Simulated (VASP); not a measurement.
PbF2:

```xyz
3
Lattice="0.0000 2.9458 2.9458 2.9458 0.0000 2.9458 2.9458 2.9458 0.0000" Properties=species:S:1:pos:R:3 pbc="T T T"
Pb    0.0000    0.0000    0.0000
F     1.4729    1.4729    1.4729
F     4.4187    4.4187    4.4187
```

Base run:

| Quantity | Value |
| --- | --- |
| Program | VASP 6.6.1 |
| Functional | PBE |
| Potentials or basis | VASP PAW PBE potentials, release 64 (Pb_d, F) |
| Cutoff | 520 eV |
| k mesh | 6 × 6 × 6 |
| Occupations | gaussian, width 0.01 eV |
| Spin | no spin polarisation |

Its results: band gap on the k mesh 4.44 eV (least direct gap 4.56 eV); pressure 4.0 GPa.

Problem. The run is repeated on the same cell with these changes: functional from PBE to r2SCAN. What comes out?

Solution. Band gap on the k mesh 4.96 eV (least direct gap 5.07 eV); pressure 1.1 GPa.

Caveats: spin-orbit coupling is left out, which moves the levels of the heavy elements; the cell stands under pressure (at least some runs); the PAW data sets were made with another functional, which shifts forces and pressure a little (at least some runs).

A k mesh can miss the band edges.
